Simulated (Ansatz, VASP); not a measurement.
## Two plane-wave programs on AsPb4

INCAR

```
SYSTEM = AsPb4
ALGO = Normal ; EDIFF = 1E-6
EDIFFG = -0.04 ; ENCUT = 600
GGA = PE ; IBRION = 2
ISIF = 3 ; ISMEAR = 0
LASPH = .TRUE. ; LCHARG = .FALSE.
LREAL = .FALSE. ; LWAVE = .FALSE.
NELM = 100 ; NSW = 90
PREC = Accurate ; SIGMA = 0.1
```

Contents of KPOINTS:

```
k-points
0
G
  4 4 4
  0 0 0
```

File POSCAR:

```
AsPb4
1.0
   -3.3052450900      3.3052450900      3.5169502500
    3.3052450900     -3.3052450900      3.5169502500
    3.3052450900      3.3052450900     -3.5169502500
As Pb
1 4
Direct
    0.0000000000      0.0000000000      0.0000000000
    0.7712744500      0.7712744500      0.5425489100
    0.2287255500      0.2287255500      0.4574510900
    0.2287255500      0.7712744500      0.0000000000
    0.7712744500      0.2287255500      0.0000000000
```

Input for Ansatz:

```yaml
crystal:
  lattice:
    - [-3.30524509, 3.30524509, 3.51695025]
    - [3.30524509, -3.30524509, 3.51695025]
    - [3.30524509, 3.30524509, -3.51695025]
  atoms:
    - { symbol: As, position: [0.0, 0.0, 0.0] }
    - { symbol: Pb, position: [0.77127445, 0.77127445, 0.54254891] }
    - { symbol: Pb, position: [0.22872555, 0.22872555, 0.45745109] }
    - { symbol: Pb, position: [0.22872555, 0.77127445, 0.0] }
    - { symbol: Pb, position: [0.77127445, 0.22872555, 0.0] }
basis:
  ecutwfc: 420
kpoints:
  mp_grid: { grid: [4, 4, 4] }
hamiltonian:
  xc: pbe
scf:
  occupations: { method: gaussian, width: 0.1 }
  lower_state_search: "off"
output:
  forces: true
  stress: true
  eigenvalues: true
relax:
  adjacent_minimum: "off"
  f_tol: 0.04
  max_steps: 70
  cell: { stress_tol: 0.4 }
```

Alike in both runs: task relaxation of cell and atoms; functional PBE; k mesh 4 × 4 × 4; occupations gaussian, width 0.1 eV; no spin polarisation.

|  | VASP | Ansatz |
| --- | --- | --- |
| version | VASP 6.6.1 | Ansatz 0.2.0 |
| potentials or method | VASP PAW PBE potentials, release 64 (As, Pb_d), cutoff 600 eV | scalar-relativistic, plane waves, PAW |
| valence electrons in the cell | 61 | 71 |

Ansatz gave:

| Property | Result |
| --- | --- |
| gap on the k mesh at the Fermi level, each at its own relaxed structure (eV) | none |
| relaxed volume (Å³/atom) | 34.13 |
| relaxed length of the cell vector where the two differ most in proportion (Å) | 6.079 |

What did VASP give for the same quantities?

gap on the k mesh at the Fermi level, each at its own relaxed structure (eV): none; relaxed volume (Å³/atom): 34.27; relaxed length of the cell vector where the two differ most in proportion (Å): 6.089.

A gap of «none» marks a metal or a gap that the smearing closes. VASP's potentials hold 61 valence electrons a cell and Ansatz's 71, so a difference there can come from the potentials and not from the codes.

Neither program's run includes spin-orbit coupling.
